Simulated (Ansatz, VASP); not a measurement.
## Two plane-wave programs on Rb

INCAR

```
SYSTEM = Rb
PREC = Accurate
ENCUT = 520
EDIFF = 1E-6
ISMEAR = 0
SIGMA = 0.15
LREAL = .False.
LASPH = .True.
NELM = 100
ALGO = Fast
ISIF = 2
LWAVE = .False.
LCHARG = .False.
GGA = PE
NBANDS = 10
```

File KPOINTS:

```
Automatic mesh
0
Gamma
  12 12 12
  0 0 0
```

File POSCAR:

```
Rb
1.0
   -2.8480900000      2.8480900000      2.7218200000
    2.8480900000     -2.8480900000      2.7218200000
    2.8480900000      2.8480900000     -2.7218200000
Rb
1
Direct
    0.0000000000      0.0000000000      0.0000000000
```

Input for Ansatz:

```yaml
crystal:
  lattice:
    - [-2.84809, 2.84809, 2.72182]
    - [2.84809, -2.84809, 2.72182]
    - [2.84809, 2.84809, -2.72182]
  atoms:
    - { symbol: Rb, position: [0.0, 0.0, 0.0] }
basis:
  ecutwfc: 420
kpoints:
  mp_grid: { grid: [12, 12, 12] }
hamiltonian:
  xc: pbe
scf:
  occupations: { method: gaussian, width: 0.15 }
output:
  forces: true
  stress: true
  eigenvalues: true
```

Change from the starting cell: strain +0.015 along x and y, -0.030 along z, atoms carried along.

Alike in both runs: task single point; functional PBE; k mesh 12 × 12 × 12; occupations gaussian, width 0.15 eV; no spin polarisation.

|  | VASP | Ansatz |
| --- | --- | --- |
| version | VASP 6.6.1 | Ansatz 0.2.0 |
| potentials or method | VASP PAW PBE potentials, release 64 (Rb_sv), cutoff 520 eV | scalar-relativistic, plane waves, PAW |
| valence electrons in the cell | 9 | 9 |

```csv
,VASP,Ansatz,Ansatz less VASP
gap on the k mesh at the Fermi level (eV),none,none,-
pressure (GPa),0.1,0.1,0.00
```

A gap of «none» marks a metal or a gap that the smearing closes. The functional is the same, so the differences come from potentials, cutoffs and numerics.
